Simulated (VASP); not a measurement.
# SiGe2 in VASP: a series of runs

Runs on SiGe2. Level: PBE. Tasks: single point, relaxation of cell and atoms.

All numbers are computed with VASP 6.6.1; they aren't measurements. Logs are shortened: lines on timing, memory, paths and dates and some standing lists are left out, and cuts for length are marked.

**1. The cell of the first run**

It takes space group P-3m1 (No. 164, trigonal). The conventional cell has a = 4.009 Å, b = 4.009 Å, c = 9.747 Å, α = 90.00°, β = 90.00°, γ = 120.00°. Within 3.1 Å of Si (site symmetry 3m) lie 1 Si at 2.36 Å and 3 Ge at 2.44 Å. Ge (site symmetry 3m) has 3 Si at 2.44 Å and 1 Ge at 2.49 Å within 3.2 Å. Within 3.3 Å of Ge (site symmetry 3m) lie 4 Ge at 2.46 to 2.49 Å.

**2. Single point, PBE**

INCAR

```
PREC     = Accurate       # precision mode
ENCUT    = 520            # plane-wave cutoff, eV
EDIFF    = 1E-6           # SCF threshold, eV
ISMEAR   = 0              # smearing method
SIGMA    = 0.2            # smearing width, eV
LREAL    = False          # projectors in reciprocal space
LASPH    = True           # aspherical terms in the spheres
NELM     = 100            # most SCF steps
ALGO     = Normal         # electronic algorithm
ISIF     = 2              # what is computed and relaxed
LWAVE    = False          # write WAVECAR
LCHARG   = False          # write CHGCAR
GGA      = PE             # functional
NBANDS   = 41             # bands
```

KPOINTS

```
Automatic mesh
0
Gamma
  5 5 2
```

POSCAR

```
SiGe2
1.0
    4.0088815541      0.0000000000      0.0000000000
   -2.0044407770      3.4717932666      0.0000000000
    0.0000000000      0.0000000000      9.7469674848
Si Ge
2 4
Direct
    0.0000000000      0.0000000000      0.1209979179
    0.0000000000      0.0000000000      0.8790020821
    0.6666666667      0.3333333333      0.2017958706
    0.6666666667      0.3333333333      0.4569777796
    0.3333333333      0.6666666667      0.7982041294
    0.3333333333      0.6666666667      0.5430222204
```

Potentials or basis: VASP PAW PBE potentials, release 64 (Si, Ge_d).

Command:

```console
$ cat potpaw_PBE.64/Si/POTCAR potpaw_PBE.64/Ge_d/POTCAR > POTCAR
$ mpirun -np 1 vasp_std > vasp.out
```

OUTCAR:

```text
PREC = Accurate
   ENCUT = 520
   EDIFF = 1E-6
   ISMEAR = 0
   LREAL = False
   LASPH = True
   NELM = 100
   ISIF = 2
   GGA = PE

 ion  position               nearest neighbor table
   1  0.000  0.000  0.121-   2 2.36   3 2.44   3 2.44   3 2.44
   2  0.000  0.000  0.879-   1 2.36   5 2.44   5 2.44   5 2.44
   3  0.667  0.333  0.202-   1 2.44   1 2.44   1 2.44   4 2.49
   4  0.667  0.333  0.457-   6 2.46   6 2.46   6 2.46   3 2.49
   5  0.333  0.667  0.798-   2 2.44   2 2.44   2 2.44   6 2.49
   6  0.333  0.667  0.543-   4 2.46   4 2.46   4 2.46   5 2.49

  LATTYP: Found a hexagonal cell.
 ALAT       =     4.0088815541
 C/A-ratio  =     2.4313433443

  Lattice vectors:

 A1 = (   4.0088815541,   0.0000000000,   0.0000000000)
 A2 = (  -2.0044407770,   3.4717932666,   0.0000000000)
 A3 = (   0.0000000000,   0.0000000000,   9.7469674848)

Analysis of symmetry for initial positions (statically):
=====================================================================
 Subroutine PRICEL returns:
 Original cell was already a primitive cell.

 Routine SETGRP: Setting up the symmetry group for a
 hexagonal supercell.

 Subroutine GETGRP returns: Found 12 space group operations
 (whereof 12 operations were pure point group operations)
 out of a pool of 24 trial point group operations.

The static configuration has the point symmetry D_3d.

Analysis of symmetry for dynamics (positions and initial velocities):
=====================================================================
 Subroutine PRICEL returns:
 Original cell was already a primitive cell.

 Routine SETGRP: Setting up the symmetry group for a
 hexagonal supercell.

 Subroutine GETGRP returns: Found 12 space group operations
 (whereof 12 operations were pure point group operations)
 out of a pool of 24 trial point group operations.

The dynamic configuration has the point symmetry D_3d.

 Subroutine INISYM returns: Found 12 space group operations
 (whereof 12 operations are pure point group operations),
 and found     1 'primitive' translations

----------------------------------------------------------------------------------------

                                     Primitive cell

  volume of cell :     135.6584

  direct lattice vectors                    reciprocal lattice vectors
     4.008881554  0.000000000  0.000000000     0.249446133  0.144017792  0.000000000
    -2.004440777  3.471793267  0.000000000     0.000000000  0.288035584  0.000000000
[... 81 lines left out ...]
   NSW    =      0    number of steps for IOM
   IBRION =     -1    ionic relax: 0-MD 1-quasi-New 2-CG
   NFREE  =      0    steps in history (QN), initial steepest desc. (CG)
   ISIF   =      2    stress and relaxation
   ISYM   =      2    0-nonsym 1-usesym 2-fastsym
   POTIM  = 0.5000    time-step for ionic-motion
   TEBEG  =    0.0;   TEEND  =   0.0 temperature during run
   PSTRESS=    0.0 pullay stress
   NELECT =      64.0000    total number of electrons
   NUPDOWN=      -1.0000    fix difference up-down
   EMIN   =  10.00;   EMAX   =-10.00  energy-range for DOS
   EFERMI =   0.00;   METHOD = LEGACY
   ISMEAR =     0;   SIGMA  =   0.20  broadening in eV -4-tet -1-fermi 0-gaus
   EFERMI_NEDOS =   21; number of points for ismear=-14 and -15
   IALGO  =     38    algorithm
   IMIX   =      4    mixing-type and parameters
     AMIX     =   0.40;   BMIX     =  1.00
     AMIX_MAG =   1.60;   BMIX_MAG =  1.00
  volume/ion in A,a.u.               =      22.61       152.58
  Fermi-wavevector in a.u.,A,eV,Ry     =   1.274440  2.408342 22.098535  1.624197
  Thomas-Fermi vector in A             =   2.407208
   LORBIT       =      0    0 simple, 1 ext, 2 COOP (PROOUT), +10 PAW based schemes
   GGA     = PE    functional components
   LHFCALC =     F    Hartree Fock is set to
   AEXX    =    0.0000 exact exchange contribution
   IVDW    =     0    specifies the selected vdW correction
   LEPSILON=     F    determine dielectric tensor
   LRPA    =     F    only Hartree local field effects (RPA)
 non-spin polarized calculation
 Gauss-broadening in eV      SIGMA  =   0.20
  energy-cutoff  :      520.00
  volume of cell :      135.66
 maximum number of plane-waves:      3703
 NGX is ok and might be reduce to    30
   NGX = 15   NGY = 15   NGZ = 37

 number of electron      64.0000019 magnetization

 Free energy of the ion-electron system (eV)
  ---------------------------------------------------
  ext. energy  EPLUGINS =         0.00000000
  ---------------------------------------------------
  free energy    TOTEN  =       -28.69937128 eV

  energy without entropy =      -28.69622024  energy(sigma->0) =      -28.69779576

 E-fermi :   5.1196     XC(G=0):  -9.5952

 val. band max:        4.8886536615   @ k =   0.0000   0.0000   0.0000
 cond. band min:       5.2929887919   @ k =   0.0000   0.0000   0.5000
 fundamental gap:      0.4043351305
 Fermi energy:         5.1195839667

 k-point     1 :       0.0000    0.0000    0.0000
  band No.  band energies     occupation
      1     -19.7198      2.00000
      2     -19.7198      2.00000
      3     -19.6933      2.00000
      4     -19.6876      2.00000
      5     -19.6573      2.00000
      6     -19.6573      2.00000
[... 429 lines left out ...]
     40       9.7574      0.00000
     41      10.0197      0.00000

------------------------ aborting loop because EDIFF is reached ----------------------------------------

  FORCE on cell =-STRESS in cart. coord.  units (eV):
  Direction    XX          YY          ZZ          XY          YZ          ZX
  --------------------------------------------------------------------------------------
  -------------------------------------------------------------------------------------
  Total       -0.2180505     -0.2180505     -0.0753287     -0.0000000      0.0000000      0.0000000
  in kB       -2.5752602     -2.5752602     -0.8896609     -0.0000000      0.0000000      0.0000000
  external PRESSURE =      -2.0133938 kB  Pullay stress =       0.0000000 kB

 VOLUME and BASIS-vectors are now :
 -----------------------------------------------------------------------------
  energy-cutoff  :      520.00
  volume of cell :      135.66
      direct lattice vectors                 reciprocal lattice vectors
     4.008881554  0.000000000  0.000000000     0.249446133  0.144017792  0.000000000
    -2.004440777  3.471793267  0.000000000     0.000000000  0.288035584  0.000000000
     0.000000000  0.000000000  9.746967485     0.000000000  0.000000000  0.102596013

 POSITION                                       TOTAL-FORCE (eV/Angst)
 -----------------------------------------------------------------------------------
      0.00000      0.00000      1.17936         0.000000     -0.000000      0.029981
      0.00000      0.00000      8.56760        -0.000000      0.000000     -0.029981
      2.00444      1.15726      1.96690         0.000000      0.000000     -0.044268
      2.00444      1.15726      4.45415         0.000000      0.000000     -0.026980
     -0.00000      2.31453      7.78007        -0.000000     -0.000000      0.044268
     -0.00000      2.31453      5.29282         0.000000      0.000000      0.026980
 -----------------------------------------------------------------------------------
    total drift:                                0.000000      0.000000      0.000000

  FREE ENERGIE OF THE ION-ELECTRON SYSTEM (eV)
  ---------------------------------------------------
  free  energy   TOTEN  =       -28.6993712802 eV

  energy  without entropy=      -28.6962202382  energy(sigma->0) =      -28.69779576
```

stdout:

```text
POSCAR found type information on POSCAR SiGe
 POSCAR found :  2 types and       6 ions
 scaLAPACK will be used
 LDA part: xc-table for (Slater+PW92), standard interpolation
 POSCAR, INCAR and KPOINTS ok, starting setup
 FFT: planning ... GRIDC
 FFT: planning ... GRID_SOFT
 FFT: planning ... GRID
 WAVECAR not read
 entering main loop
```

Wall time 29 s (1 thread of Intel Xeon 6975P-C (Granite Rapids), shared host); peak memory 0.25 GiB.

Results:

```
Free energy            : -28.6994 eV
Pressure               : -0.2 GPa
Largest force          : 0.044 eV/Å
Band gap on the k mesh : 0.40 eV (least direct gap 0.52 eV)
```

Forces on the atoms (eV/Å):
```
Si   0.000  0.000  0.030
Si   0.000  0.000 -0.030
Ge   0.000  0.000 -0.044
Ge   0.000  0.000 -0.027
Ge   0.000  0.000  0.044
Ge   0.000  0.000  0.027
```

Levels at points of the mesh, in eV from the valence-band top:
```tsv
k point	band 29	band 30	band 31	band 32	band 33	band 34	band 35	band 36
(0.00, 0.00, 0.00)	-1.02	-0.02	0.00	0.00	0.52	0.71	0.84	2.46
(0.00, 0.00, 0.50)	-0.62	-0.62	-0.38	-0.38	0.40	1.21	1.26	2.95
```

A k mesh can miss the band edges.

**3. Relaxation of cell and atoms, PBE**

This run uses another cell than the first one, of 21.62 Å³/atom.

INCAR

```
ALGO     = Normal         # electronic algorithm
EDIFF    = 1E-7           # SCF threshold, eV
EDIFFG   = -0.08          # ionic threshold
ENCUT    = 600            # plane-wave cutoff, eV
GGA      = PE             # functional
IBRION   = 2              # ionic algorithm
ISIF     = 3              # what is computed and relaxed
ISMEAR   = 0              # smearing method
LASPH    = True           # aspherical terms in the spheres
LCHARG   = False          # write CHGCAR
LREAL    = False          # projectors in reciprocal space
LWAVE    = False          # write WAVECAR
NELM     = 60             # most SCF steps
NSW      = 36             # ionic steps
PREC     = Accurate       # precision mode
SIGMA    = 0.2            # smearing width, eV
```

KPOINTS

```
k-points
0
Gamma
  5 5 2
```

POSCAR

```
SiGe2
1.0
    3.9400000000      0.0000000000      0.0000000000
   -1.9700000000      3.4121400900      0.0000000000
    0.0000000000      0.0000000000      9.6500000000
Si Ge
2 4
Direct
    0.0000000000      0.0000000000      0.1250000000
    0.0000000000      0.0000000000      0.8750000000
    0.6666666700      0.3333333300      0.2083000000
    0.6666666700      0.3333333300      0.4583000000
    0.3333333300      0.6666666700      0.7917000000
    0.3333333300      0.6666666700      0.5417000000
```

Potentials or basis: VASP PAW PBE potentials, release 64 (Si, Ge_d).

Command:

```console
$ cat potpaw_PBE.64/Si/POTCAR potpaw_PBE.64/Ge_d/POTCAR > POTCAR
$ mpirun -np 1 vasp_std > vasp.out
```

OUTCAR:

```text
EDIFF = 1E-7
   EDIFFG = -0.08
   ENCUT = 600
   GGA = PE
   IBRION = 2
   ISIF = 3
   ISMEAR = 0
   LASPH = True
   LREAL = False
   NELM = 60
   NSW = 36
   PREC = Accurate

 ion  position               nearest neighbor table
   1  0.000  0.000  0.125-   2 2.41   3 2.41   3 2.41   3 2.41
   2  0.000  0.000  0.875-   1 2.41   5 2.41   5 2.41   5 2.41
   3  0.667  0.333  0.208-   4 2.41   1 2.41   1 2.41   1 2.41
   4  0.667  0.333  0.458-   3 2.41   6 2.41   6 2.41   6 2.41
   5  0.333  0.667  0.792-   6 2.41   2 2.41   2 2.41   2 2.41
   6  0.333  0.667  0.542-   5 2.41   4 2.41   4 2.41   4 2.41

  LATTYP: Found a hexagonal cell.
 ALAT       =     3.9400000000
 C/A-ratio  =     2.4492385787

  Lattice vectors:

 A1 = (   3.9400000000,   0.0000000000,   0.0000000000)
 A2 = (  -1.9700000000,   3.4121400900,   0.0000000000)
 A3 = (   0.0000000000,   0.0000000000,   9.6500000000)

Analysis of symmetry for initial positions (statically):
=====================================================================
 Subroutine PRICEL returns:
 Original cell was already a primitive cell.

 Routine SETGRP: Setting up the symmetry group for a
 hexagonal supercell.

 Subroutine GETGRP returns: Found 12 space group operations
 (whereof 12 operations were pure point group operations)
 out of a pool of 24 trial point group operations.

The static configuration has the point symmetry D_3d.

Analysis of symmetry for dynamics (positions and initial velocities):
=====================================================================
 Subroutine PRICEL returns:
 Original cell was already a primitive cell.

 Routine SETGRP: Setting up the symmetry group for a
 hexagonal supercell.

 Subroutine GETGRP returns: Found 12 space group operations
 (whereof 12 operations were pure point group operations)
 out of a pool of 24 trial point group operations.

The dynamic configuration has the point symmetry D_3d.

 Subroutine INISYM returns: Found 12 space group operations
 (whereof 12 operations are pure point group operations),
[... 99 lines left out ...]
   PSTRESS=    0.0 pullay stress
   NELECT =      64.0000    total number of electrons
   NUPDOWN=      -1.0000    fix difference up-down
   EMIN   =  10.00;   EMAX   =-10.00  energy-range for DOS
   EFERMI =   0.00;   METHOD = LEGACY
   ISMEAR =     0;   SIGMA  =   0.20  broadening in eV -4-tet -1-fermi 0-gaus
   EFERMI_NEDOS =   21; number of points for ismear=-14 and -15
   IALGO  =     38    algorithm
   IMIX   =      4    mixing-type and parameters
     AMIX     =   0.40;   BMIX     =  1.00
     AMIX_MAG =   1.60;   BMIX_MAG =  1.00
  volume/ion in A,a.u.               =      21.62       145.91
  Fermi-wavevector in a.u.,A,eV,Ry     =   1.293554  2.444463 22.766397  1.673283
  Thomas-Fermi vector in A             =   2.425193
   LORBIT       =      0    0 simple, 1 ext, 2 COOP (PROOUT), +10 PAW based schemes
   GGA     = PE    functional components
   LHFCALC =     F    Hartree Fock is set to
   AEXX    =    0.0000 exact exchange contribution
   IVDW    =     0    specifies the selected vdW correction
   LEPSILON=     F    determine dielectric tensor
   LRPA    =     F    only Hartree local field effects (RPA)
 conjugate gradient relaxation of ions
 non-spin polarized calculation
 Gauss-broadening in eV      SIGMA  =   0.20
  energy-cutoff  :      600.00
  volume of cell :      129.73
 maximum number of plane-waves:      4356
 NGX is ok and might be reduce to    32
   NGX = 15   NGY = 15   NGZ = 39

--------------------------------------- Ionic step        1  -------------------------------------------

 number of electron      64.0000004 magnetization

 Free energy of the ion-electron system (eV)
  ---------------------------------------------------
  ext. energy  EPLUGINS =         0.00000000
  ---------------------------------------------------
  free energy    TOTEN  =       -28.59296123 eV

  energy without entropy =      -28.59188924  energy(sigma->0) =      -28.59242524

------------------------ aborting loop because EDIFF is reached ----------------------------------------

  FORCE on cell =-STRESS in cart. coord.  units (eV):
  Direction    XX          YY          ZZ          XY          YZ          ZX
  --------------------------------------------------------------------------------------
  -------------------------------------------------------------------------------------
  Total        2.7770918      2.7770918      2.2749839      0.0000000     -0.0000000      0.0000000
  in kB       34.2965498     34.2965498     28.0956140      0.0000000     -0.0000000      0.0000000
  external PRESSURE =      32.2295712 kB  Pullay stress =       0.0000000 kB
[... 187 lines left out ...]
--------------------------------------- Ionic step        6  -------------------------------------------

 number of electron      63.9999995 magnetization

 Free energy of the ion-electron system (eV)
  ---------------------------------------------------
  ext. energy  EPLUGINS =         0.00000000
  ---------------------------------------------------
  free energy    TOTEN  =       -28.69941685 eV

  energy without entropy =      -28.69644478  energy(sigma->0) =      -28.69793082

 E-fermi :   5.1566     XC(G=0):  -9.6098

 val. band max:        4.9154263601   @ k =   0.0000   0.0000   0.0000
 cond. band min:       5.3320375521   @ k =   0.0000   0.0000   0.5000
 fundamental gap:      0.4166111919
 Fermi energy:         5.1565971966

 k-point     1 :       0.0000    0.0000    0.0000
  band No.  band energies     occupation
      1     -19.6802      2.00000
      2     -19.6802      2.00000
      3     -19.6582      2.00000
      4     -19.6534      2.00000
      5     -19.6181      2.00000
      6     -19.6181      2.00000
[... 432 lines left out ...]
  FREE ENERGIE OF THE ION-ELECTRON SYSTEM (eV)
  ---------------------------------------------------
  free  energy   TOTEN  =       -28.6994168512 eV

  energy  without entropy=      -28.6964447806  energy(sigma->0) =      -28.69793082

 reached required accuracy - stopping structural energy minimisation
```

It took 2.4 min on 1 thread of Intel Xeon 6975P-C (Granite Rapids), shared host; peak memory 0.29 GiB.

Results:

```
Free energy                           : -28.6994 eV
Relaxed volume                        : 22.54 Å³/atom
Relaxed cell                          : a = 4.003 Å, b = 4.003 Å, c = 9.744 Å, α = 90.00°, β = 90.00°, γ = 120.00°
Space group after relaxing (to 0.1 Å) : P-3m1 (No. 164)
Energy gained by relaxing             : 17.7 meV/atom
Ionic steps                           : 6
Pressure after relaxing               : 0.1 GPa
Largest force after relaxing          : 0.062 eV/Å
Band gap on the k mesh                : 0.42 eV (least direct gap 0.56 eV)
```

Forces in eV/Å, atoms in the order of the input:
```
Si   0.000  0.000 -0.027
Si   0.000  0.000  0.027
Ge   0.000  0.000  0.060
Ge   0.000  0.000 -0.062
Ge   0.000  0.000 -0.060
Ge   0.000  0.000  0.062
```

The path:
```csv
step,energy change (eV),largest force (eV/Å),pressure (GPa),volume (Å³)
1,0.0000,0.5345,3.22,129.73
2,-0.0777,0.3002,-1.32,138.07
3,-0.0827,0.3423,-0.52,136.34
4,-0.0983,0.2190,-0.26,135.77
5,-0.1040,0.1600,0.10,135.11
6,-0.1065,0.0617,0.05,135.21
```

Final structure:
```
Si Ge
1.0
     4.00291    0.00000    0.00000
    -2.00145    3.46662    0.00000
     0.00000    0.00000    9.74390
Si Ge
2 4
Direct
  0.00000 0.00000 0.12104
  0.00000 0.00000 0.87896
  0.66667 0.33333 0.20092
  0.66667 0.33333 0.45687
  0.33333 0.66667 0.79908
  0.33333 0.66667 0.54313
```

Caveat: the relaxation stopped at a loose force limit of 0.08 eV/Å, so its end isn't a converged minimum. A k mesh can miss the band edges.

(Continued in part 2 of 2.)
